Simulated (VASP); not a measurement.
# LaPSe4 (P-6m2) in VASP: a series of runs

The runs below take LaPSe4 through single point, with PBE.

All numbers are computed with VASP 6.6.1; they aren't measurements. Logs are shortened: lines on timing, memory, paths and dates and some standing lists are left out, and cuts for length are marked.

### Step 1. The cell of the first run

Symmetry: P-6m2, No. 187, hexagonal system. The conventional cell has a = 5.647 Å, b = 5.647 Å, c = 4.920 Å, α = 90.00°, β = 90.00°, γ = 120.00°. La (site symmetry -6m2) has 3 P at 3.26 Å and 15 Se at 3.26 to 3.75 Å within 4.3 Å. Within 3.9 Å of P (site symmetry -6m2) lie 9 Se at 2.93 to 3.26 Å and 3 La at 3.26 Å. Within 3.6 Å of Se (site symmetry mm2) lie 6 Se at 2.75 to 2.97 Å and 2 P at 2.93 Å. Se (site symmetry -6m2) has 6 Se at 2.97 Å and 3 P at 3.26 Å and 3 La at 3.26 Å within 3.9 Å.

### Step 2. Single point, PBE

The input, INCAR:

```
PREC     = Accurate       # precision mode
ENCUT    = 500            # plane-wave cutoff, eV
EDIFF    = 1E-6           # SCF threshold, eV
ISMEAR   = 0              # smearing method
SIGMA    = 0.15           # smearing width, eV
LREAL    = False          # projectors in reciprocal space
LASPH    = True           # aspherical terms in the spheres
NELM     = 200            # most SCF steps
ALGO     = Normal         # electronic algorithm
ISIF     = 2              # what is computed and relaxed
LWAVE    = False          # write WAVECAR
LCHARG   = False          # write CHGCAR
GGA      = PE             # functional
NBANDS   = 29             # bands
GGA_COMPAT= False        
LMAXMIX  = 6              # l up to which the mixer works
```

The input, KPOINTS:

```
Automatic mesh
0
Gamma
  2 2 3
```

The input, POSCAR:

```
LaPSe4
1.0
    5.6470330336      0.0000000000      0.0000000000
   -2.8235165168      4.8904740631      0.0000000000
    0.0000000000      0.0000000000      4.9200220053
La P Se
1 1 4
Direct
    0.0000000000      0.0000000000      0.0000000000
    0.6666666667      0.3333333333      0.0000000000
   -0.0081593823      0.4959203088      0.5000000000
    0.3333333333      0.6666666667      0.0000000000
    0.5040796912      0.0081593823      0.5000000000
    0.5040796912      0.4959203088      0.5000000000
```

Potentials or basis: VASP PAW PBE potentials, release 64 (La, P, Se).

The run is started by

```bash
$ cat potpaw_PBE.64/La/POTCAR potpaw_PBE.64/P/POTCAR potpaw_PBE.64/Se/POTCAR > POTCAR
$ mpirun -np 1 vasp_std > vasp.out
```

OUTCAR:

```text
PREC = Accurate
   ENCUT = 500
   EDIFF = 1E-6
   ISMEAR = 0
   LREAL = False
   LASPH = True
   NELM = 200
   ISIF = 2
   GGA = PE

 ion  position               nearest neighbor table
   1  0.000  0.000  0.000-   2 3.26   2 3.26   2 3.26
   2  0.667  0.333  0.000-   1 3.26   1 3.26   1 3.26
   3  0.992  0.496  0.500-   5 2.75   6 2.75
   4  0.333  0.667  0.000-
   5  0.504  0.008  0.500-   3 2.75   6 2.75
   6  0.504  0.496  0.500-   5 2.75   3 2.75

  LATTYP: Found a hexagonal cell.
 ALAT       =     5.6470330336
 C/A-ratio  =     0.8712578758

  Lattice vectors:

 A1 = (   5.6470330336,   0.0000000000,   0.0000000000)
 A2 = (  -2.8235165168,   4.8904740631,   0.0000000000)
 A3 = (   0.0000000000,   0.0000000000,   4.9200220053)

Analysis of symmetry for initial positions (statically):
=====================================================================
 Subroutine PRICEL returns:
 Original cell was already a primitive cell.

 Routine SETGRP: Setting up the symmetry group for a
 hexagonal supercell.

 Subroutine GETGRP returns: Found 12 space group operations
 (whereof 12 operations were pure point group operations)
 out of a pool of 24 trial point group operations.

The static configuration has the point symmetry D_3h.

Analysis of symmetry for dynamics (positions and initial velocities):
=====================================================================
 Subroutine PRICEL returns:
 Original cell was already a primitive cell.

 Routine SETGRP: Setting up the symmetry group for a
 hexagonal supercell.

 Subroutine GETGRP returns: Found 12 space group operations
 (whereof 12 operations were pure point group operations)
 out of a pool of 24 trial point group operations.

The dynamic configuration has the point symmetry D_3h.

 Subroutine INISYM returns: Found 12 space group operations
 (whereof 12 operations are pure point group operations),
 and found     1 'primitive' translations

----------------------------------------------------------------------------------------

                                     Primitive cell

  volume of cell :     135.8746

  direct lattice vectors                    reciprocal lattice vectors
     5.647033034  0.000000000  0.000000000     0.177084142  0.102239577  0.000000000
    -2.823516517  4.890474063  0.000000000     0.000000000  0.204479154  0.000000000
     0.000000000  0.000000000  4.920022005     0.000000000  0.000000000  0.203251123

  length of vectors
     5.647033034  5.647033034  4.920022005     0.204479154  0.204479154  0.203251123

  position of ions in fractional coordinates (direct lattice)
     0.000000000  0.000000000  0.000000000
     0.666666667  0.333333333  0.000000000
     0.991840618  0.495920309  0.500000000
     0.333333333  0.666666667  0.000000000
     0.504079691  0.008159382  0.500000000
     0.504079691  0.495920309  0.500000000

  ion indices of the primitive-cell ions
   primitive index   ion index
                 1           1
                 2           2
                 3           3
                 4           4
                 5           5
                 6           6

----------------------------------------------------------------------------------------

 KPOINTS: Automatic mesh

Automatic generation of k-mesh.
 Grid dimensions read from file:
 generate k-points for:    2    2    3

 Generating k-lattice:

  Cartesian coordinates                     Fractional coordinates (reciprocal lattice)
     0.088542071  0.051119789  0.000000000     0.500000000  0.000000000  0.000000000
     0.000000000  0.102239577  0.000000000     0.000000000  0.500000000  0.000000000
     0.000000000  0.000000000  0.067750374     0.000000000  0.000000000  0.333333333

  Length of vectors
     0.102239577  0.102239577  0.067750374

  Shift w.r.t. Gamma in fractional coordinates (k-lattice)
     0.000000000  0.000000000  0.000000000

 Subroutine IBZKPT returns following result:
 ===========================================

 Found      4 irreducible k-points:

 Following reciprocal coordinates:
            Coordinates               Weight
  0.000000  0.000000  0.000000      1.000000
  0.500000  0.000000  0.000000      3.000000
  0.000000  0.000000  0.333333      2.000000
  0.500000  0.000000  0.333333      6.000000
   k-points           NKPTS =      4   k-points in BZ     NKDIM =      4   number of bands    NBANDS=     29
   number of dos      NEDOS =    301   number of ions     NIONS =      6
   total plane-waves  NPLWV =  63504
   dimension x,y,z NGX =    42 NGY =   42 NGZ =   36
   dimension x,y,z NGXF=    84 NGYF=   84 NGZF=   72
   ions per type =               1   1   4
   NGX,Y,Z   is equivalent  to a cutoff of  12.36, 12.36, 12.16 a.u.
   NGXF,Y,Z  is equivalent  to a cutoff of  24.73, 24.73, 24.33 a.u.
 SYSTEM =  unknown system
   PREC   = accura    normal or accurate (medium, high low for compatibility)
   ISTART =      0    job   : 0-new  1-cont  2-samecut
   ICHARG =      2    charge: 1-file 2-atom 10-const
   ISPIN  =      1    spin polarized calculation?
   LNONCOLLINEAR =      F non collinear calculations
   LSORBIT =      F    spin-orbit coupling
   LASPH  =      T    aspherical Exc in radial PAW
   ENCUT  =  500.0 eV  36.75 Ry    6.06 a.u.  10.30 10.30  8.97*2*pi/ulx,y,z
   NELM   =    200;   NELMIN=  2; NELMDL= -5     # of ELM steps
   EDIFF  = 0.1E-05   stopping-criterion for ELM
   LREAL  =      F    real-space projection
   EDIFFG = 0.1E-04   stopping-criterion for IOM
   NSW    =      0    number of steps for IOM
   IBRION =     -1    ionic relax: 0-MD 1-quasi-New 2-CG
   NFREE  =      0    steps in history (QN), initial steepest desc. (CG)
   ISIF   =      2    stress and relaxation
   ISYM   =      2    0-nonsym 1-usesym 2-fastsym
   POTIM  = 0.5000    time-step for ionic-motion
   TEBEG  =    0.0;   TEEND  =   0.0 temperature during run
   PSTRESS=    0.0 pullay stress
   NELECT =      40.0000    total number of electrons
   NUPDOWN=      -1.0000    fix difference up-down
   EMIN   =  10.00;   EMAX   =-10.00  energy-range for DOS
   EFERMI =   0.00;   METHOD = LEGACY
   ISMEAR =     0;   SIGMA  =   0.15  broadening in eV -4-tet -1-fermi 0-gaus
   EFERMI_NEDOS =   21; number of points for ismear=-14 and -15
   IALGO  =     38    algorithm
   IMIX   =      4    mixing-type and parameters
     AMIX     =   0.40;   BMIX     =  1.00
     AMIX_MAG =   1.60;   BMIX_MAG =  1.00
  volume/ion in A,a.u.               =      22.65       152.82
  Fermi-wavevector in a.u.,A,eV,Ry     =   1.089052  2.058010 16.136983  1.186035
  Thomas-Fermi vector in A             =   2.225247
   LORBIT       =      0    0 simple, 1 ext, 2 COOP (PROOUT), +10 PAW based schemes
   GGA     = PE    functional components
   LHFCALC =     F    Hartree Fock is set to
   AEXX    =    0.0000 exact exchange contribution
   IVDW    =     0    specifies the selected vdW correction
   LEPSILON=     F    determine dielectric tensor
   LRPA    =     F    only Hartree local field effects (RPA)
 non-spin polarized calculation
 Gauss-broadening in eV      SIGMA  =   0.15
  energy-cutoff  :      500.00
  volume of cell :      135.87
 maximum number of plane-waves:      3467
 NGX is ok and might be reduce to    42
   NGX = 21   NGY = 21   NGZ = 17

 number of electron      40.0000005 magnetization

 Free energy of the ion-electron system (eV)
  ---------------------------------------------------
  ext. energy  EPLUGINS =         0.00000000
  ---------------------------------------------------
  free energy    TOTEN  =       -25.50172308 eV

  energy without entropy =      -25.43113884  energy(sigma->0) =      -25.46643096

 E-fermi :   6.9543     XC(G=0): -10.1988

 val. band max:        6.9173639324   @ k =   0.5000   0.0000   0.0000
 cond. band min:       7.0449944030   @ k =   0.0000   0.0000   0.3333
 fundamental gap:      0.1276304706
 Fermi energy:         6.9543046804

 k-point     1 :       0.0000    0.0000    0.0000
  band No.  band energies     occupation
      1     -26.5625      2.00000
      2     -10.3777      2.00000
      3     -10.2153      2.00000
      4     -10.2153      2.00000
      5      -9.3320      2.00000
      6      -5.7897      2.00000
      7      -5.7897      2.00000
      8      -5.6437      2.00000
      9      -2.9446      2.00000
     10       0.1138      2.00000
     11       0.7255      2.00000
     12       1.5860      2.00000
     13       1.5860      2.00000
     14       3.3203      2.00000
     15       3.3203      2.00000
     16       4.3351      2.00000
     17       4.3351      2.00000
     18       4.4793      2.00000
     19       6.6503      1.99584
     20       6.6503      1.99584
     21       6.7445      1.95213
     22       7.8439      0.00000
     23       7.9260      0.00000
     24       7.9260      0.00000
     25       8.3892      0.00000
     26       8.4745      0.00000
     27       8.4745      0.00000
     28       8.5357      0.00000
     29       8.5649      0.00000

 k-point     2 :       0.5000    0.0000    0.0000
  band No.  band energies     occupation
      1     -26.5614      2.00000
      2     -10.4262      2.00000
      3     -10.3713      2.00000
      4     -10.2385      2.00000
      5      -8.3587      2.00000
      6      -7.7176      2.00000
      7      -5.8406      2.00000
      8      -4.9685      2.00000
      9      -2.3852      2.00000
     10       0.6597      2.00000
     11       0.6645      2.00000
     12       1.7672      2.00000
     13       3.2684      2.00000
     14       3.4704      2.00000
     15       3.6894      2.00000
     16       3.8356      2.00000
     17       4.0732      2.00000
     18       4.3570      2.00000
     19       4.4741      2.00000
     20       6.8192      1.79713
     21       6.9174      1.27237
     22       7.2856      0.00179
     23       8.3017      0.00000
     24       8.3201      0.00000
     25       8.3505      0.00000
     26       8.3590      0.00000
     27       8.3925      0.00000
     28       8.4346      0.00000
     29       8.5949      0.00000

 k-point     3 :       0.0000    0.0000    0.3333
  band No.  band energies     occupation
      1     -26.5610      2.00000
      2     -10.4952      2.00000
      3     -10.2074      2.00000
      4     -10.2074      2.00000
      5      -8.9283      2.00000
      6      -6.2457      2.00000
      7      -5.7089      2.00000
      8      -5.7089      2.00000
      9      -3.2244      2.00000
     10      -0.7306      2.00000
     11       1.5089      2.00000
     12       1.5089      2.00000
     13       1.6680      2.00000
     14       1.6680      2.00000
     15       2.6438      2.00000
     16       5.9522      2.00000
     17       5.9522      2.00000
     18       6.6887      1.98771
     19       7.0450      0.39253
     20       7.0450      0.39253
     21       7.4180      0.00001
     22       7.9746      0.00000
     23       7.9779      0.00000
     24       8.3362      0.00000
     25       8.3362      0.00000
     26       8.4284      0.00000
     27       8.4284      0.00000
     28       8.5304      0.00000
     29       8.5370      0.00000

 k-point     4 :       0.5000    0.0000    0.3333
  band No.  band energies     occupation
      1     -26.5599      2.00000
      2     -10.4308      2.00000
      3     -10.3480      2.00000
      4     -10.2239      2.00000
      5      -8.2537      2.00000
      6      -7.3642      2.00000
      7      -5.8074      2.00000
      8      -5.8070      2.00000
      9      -3.3346      2.00000
     10       0.4261      2.00000
     11       1.9847      2.00000
     12       2.5455      2.00000
     13       2.7689      2.00000
     14       3.4566      2.00000
     15       3.7149      2.00000
     16       4.1557      2.00000
     17       4.2540      2.00000
     18       4.9604      2.00000
     19       5.6244      2.00000
     20       5.8478      2.00000
     21       7.0855      0.21612
     22       7.6839      0.00000
     23       7.9854      0.00000
     24       8.2116      0.00000
     25       8.3946      0.00000
     26       8.4166      0.00000
     27       8.4270      0.00000
     28       8.4747      0.00000
     29       8.5485      0.00000

------------------------ aborting loop because EDIFF is reached ----------------------------------------

  FORCE on cell =-STRESS in cart. coord.  units (eV):
  Direction    XX          YY          ZZ          XY          YZ          ZX
  --------------------------------------------------------------------------------------
  -------------------------------------------------------------------------------------
  Total       -0.0950226     -0.0950226     -0.0239924      0.0000000      0.0000000     -0.0000000
  in kB       -1.1204671     -1.1204671     -0.2829083      0.0000000      0.0000000     -0.0000000
  external PRESSURE =      -0.8412809 kB  Pullay stress =       0.0000000 kB

 VOLUME and BASIS-vectors are now :
 -----------------------------------------------------------------------------
  energy-cutoff  :      500.00
  volume of cell :      135.87
      direct lattice vectors                 reciprocal lattice vectors
     5.647033034  0.000000000  0.000000000     0.177084142  0.102239577  0.000000000
    -2.823516517  4.890474063  0.000000000     0.000000000  0.204479154  0.000000000
     0.000000000  0.000000000  4.920022005     0.000000000  0.000000000  0.203251123

 POSITION                                       TOTAL-FORCE (eV/Angst)
 -----------------------------------------------------------------------------------
      0.00000      0.00000      0.00000         0.000000      0.000000     -0.000000
      2.82352      1.63016      0.00000         0.000000      0.000000     -0.000000
      4.20072      2.42529      2.46001         0.018066      0.010430      0.000000
     -0.00000      3.26032      0.00000        -0.000000      0.000000     -0.000000
      2.82352      0.03990      2.46001         0.000000     -0.020861     -0.000000
      1.44632      2.42529      2.46001        -0.018066      0.010430      0.000000
 -----------------------------------------------------------------------------------
    total drift:                               -0.000000      0.000000     -0.000000

  FREE ENERGIE OF THE ION-ELECTRON SYSTEM (eV)
  ---------------------------------------------------
  free  energy   TOTEN  =       -25.5017230779 eV

  energy  without entropy=      -25.4311388437  energy(sigma->0) =      -25.46643096
```

Wall time 22 s (1 thread of Intel Xeon 6975P-C (Granite Rapids), shared host); peak memory 0.24 GiB.

What came out:

```yaml
Free_energy: -25.5017 eV
Pressure: -0.1 GPa
Largest_force: 0.021 eV/Å
Band_gap_on_the_k_mesh: zero (band 20 reaches 7.04 eV, above the bottom of band 21 at 6.74 eV)
```

Forces in eV/Å, atoms in the order of the input:
```
La   0.000  0.000  0.000
P    0.000  0.000  0.000
Se   0.018  0.010  0.000
Se   0.000  0.000  0.000
Se   0.000 -0.021  0.000
Se  -0.018  0.010  0.000
```

Stress tensor (GPa, compression positive):
```
-0.11  0.00  0.00
 0.00 -0.11  0.00
 0.00  0.00 -0.03
```

Caveat: the k points lie up to 0.64 Å⁻¹ apart; spin-orbit coupling is left out, which moves the levels of the heavy elements.

(Continued in part 2 of 2.)
